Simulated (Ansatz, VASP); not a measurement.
One calculation of Sb, two programs

```xyz
2
Lattice="2.1771 1.2569 3.8299 -2.1771 1.2569 3.8299 0.0000 -2.5139 3.8299" Properties=species:S:1:pos:R:3 pbc="T T T"
Sb    0.0000    0.0000    3.0822
Sb    0.0000    0.0000    8.4075
```

Alike in both runs: task relaxation of cell and atoms; functional LDA; k mesh 12 × 12 × 12; occupations gaussian, width 0.1 eV; no spin polarisation.

```csv
,VASP,Ansatz
version,VASP 6.6.1,Ansatz 0.2.0
potentials or method,"VASP PAW LDA potentials, release 64 (Sb), cutoff 600 eV","scalar-relativistic, plane waves, PAW"
valence electrons in the cell,10,30
```

```csv
,VASP,Ansatz,Ansatz less VASP
"gap on the k mesh at the Fermi level, each at its own relaxed structure (eV)",none,none,-
relaxed volume (Å³/atom),29.24,29.18,-0.060
relaxed length of the cell vector where the two differ most in proportion (Å),4.414,4.417,+0.0028
```

LDA's correlation is that of Perdew and Zunger in VASP and of Perdew and Wang (1992) in Ansatz. A gap of «none» marks a metal or a gap that the smearing closes. VASP's potentials hold 10 valence electrons a cell and Ansatz's 30, so a difference there can come from the potentials and not from the codes.

Spin-orbit coupling is off throughout.
